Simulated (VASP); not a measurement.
P, 9 atoms in the cell. Symmetry: P6_222, No. 180, hexagonal system. The conventional cell has a = 3.478 Å, b = 3.478 Å, c = 14.073 Å, α = 90.00°, β = 90.00°, γ = 120.00°. Within 3.1 Å of P (site symmetry 2) lie 4 P at 2.32 to 2.35 Å. Within 3.1 Å of P (site symmetry 222) lie 4 P at 2.35 Å. The cell was generated, and may not be a known phase.

```yaml
Program: VASP 6.6.1
Task: relaxation of cell and atoms
Functional: PBE
Potentials_or_basis: VASP PAW PBE potentials, release 64 (P)
Cutoff: 600 eV
k_mesh: 12 × 12 × 4
Occupations: gaussian, width 0.1 eV
Spin: no spin polarisation
Dipole_correction: no
Further_INCAR_settings: ALGO = Normal; EDIFF = 1e-07; IBRION = 2; EDIFFG = -0.01; NSW = 100; ISIF = 3
```

Potentials or basis: VASP PAW PBE potentials, release 64 (P).

The run is started by

```bash
$ cat potpaw_PBE.64/P/POTCAR > POTCAR
$ mpirun -np 1 vasp_std > vasp.out
```

Hardware: 1 thread of Intel(R) Xeon(R) Platinum 8259CL CPU @ 2.50GHz (Skylake/Cascade Lake), with other jobs on the host.

Q: Estimate the wall time of this run.

A: Run time: 31 min on 1 thread of Intel(R) Xeon(R) Platinum 8259CL CPU @ 2.50GHz (Skylake/Cascade Lake), on a shared host, peak memory 0.4 GiB. Counts: scf iterations 64, k points 57, ion steps 8.
